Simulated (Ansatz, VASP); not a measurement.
## C: VASP beside Ansatz

INCAR

```
SYSTEM = C
ALGO = Normal ; EDIFF = 1E-7
ENCUT = 520 ; GGA = CA
ISIF = 2 ; ISMEAR = -5
LASPH = .True. ; LCHARG = .False.
LREAL = .False. ; LWAVE = .False.
NBANDS = 16 ; NELM = 60
PREC = Accurate ; SIGMA = 0.1
```

The input KPOINTS:

```
k-points
0
Gamma
  18 18 6
  0 0 0
```

Contents of POSCAR:

```
C
1.0
    1.2280479700     -2.1270618200      0.0000000000
    1.2280479700      2.1270618200      0.0000000000
    0.0000000000      0.0000000000      7.1732677600
C
4
Direct
    0.0833794600      0.9166205400      0.7531376000
    0.5833794600      0.4166205400      0.2468624000
    0.9166205400      0.0833794600      0.2468624000
    0.4166205400      0.5833794600      0.7531376000
```

Input for Ansatz:

```yaml
crystal:
  lattice:
    - [1.22804797, -2.12706182, 0.0]
    - [1.22804797, 2.12706182, 0.0]
    - [0.0, 0.0, 7.17326776]
  atoms:
    - { symbol: C, position: [0.08337946, 0.91662054, 0.7531376] }
    - { symbol: C, position: [0.58337946, 0.41662054, 0.2468624] }
    - { symbol: C, position: [0.91662054, 0.08337946, 0.2468624] }
    - { symbol: C, position: [0.41662054, 0.58337946, 0.7531376] }
basis:
  ecutwfc: 420
kpoints:
  mp_grid: { grid: [18, 18, 6] }
hamiltonian:
  xc: lda
scf:
  occupations: { method: tetrahedron }
output:
  forces: true
  stress: true
  eigenvalues: true
```

Alike in both runs: task single point; functional LDA; k mesh 18 × 18 × 6; occupations tetrahedron; no spin polarisation.

|  | VASP | Ansatz |
| --- | --- | --- |
| version | VASP 6.6.1 | Ansatz 0.2.0 |
| potentials or method | VASP PAW LDA potentials, release 64 (C), cutoff 520 eV | scalar-relativistic, plane waves, PAW |
| valence electrons in the cell | 16 | 16 |

Ansatz gave:

| Item | Value |
| --- | --- |
| gap on the k mesh at the Fermi level (eV) | 0.02 |
| least direct gap on the mesh (eV) | 0.02 |
| pressure (GPa) | -3.9 |
| traceless stress, the component that is largest in VASP (GPa) | 2.82 |
| rms of the force components (eV/Å) | 0.015 |

Estimate VASP's values.

gap on the k mesh at the Fermi level (eV): 0.02; least direct gap on the mesh (eV): 0.02; pressure (GPa): -3.2; traceless stress, the component that is largest in VASP (GPa): 1.94; rms of the force components (eV/Å): 0.016.

LDA's correlation is that of Perdew and Zunger in VASP and of Perdew and Wang (1992) in Ansatz. Atom by atom the forces differ by 0.000 eV/Å (rms over components). Ansatz's warnings: band table not solved further, tetrahedron derivatives may miss energy slope.
